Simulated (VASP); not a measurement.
The system is GeCN2.

```
CELL_PARAMETERS angstrom
1.80567 1.04250 4.95455
-1.80567 1.04250 4.95455
0.00000 -2.08501 4.95455
ATOMIC_POSITIONS crystal
Ge 0.00000 0.00000 0.00000
N 0.58390 0.58390 0.58390
N 0.41610 0.41610 0.41610
C 0.50000 0.50000 0.50000
```

Base run:

```yaml
Program: VASP 6.6.1
Functional: PBE
Potentials_or_basis: VASP PAW PBE potentials, release 64 (Ge_d, N, C)
Cutoff: 520 eV
k_mesh: 9 × 9 × 9
Occupations: fermi-dirac, width 0.05 eV
Spin: no spin polarisation
```

Its results: band gap on the k mesh 1.16 eV (least direct gap 2.03 eV); pressure -2.4 GPa; largest force 0.477 eV/Å.

Problem. The run is repeated on the same cell with these changes: functional from PBE to r2SCAN. What comes out?

Solution. Band gap on the k mesh 1.26 eV (least direct gap 2.20 eV); pressure -5.4 GPa; largest force 0.846 eV/Å.

Caveats: an odd mesh through Γ misses points on the zone boundary, where band edges can lie; the cell stands under tension (at least some runs); the PAW data sets were made with another functional, which shifts forces and pressure a little (at least some runs).
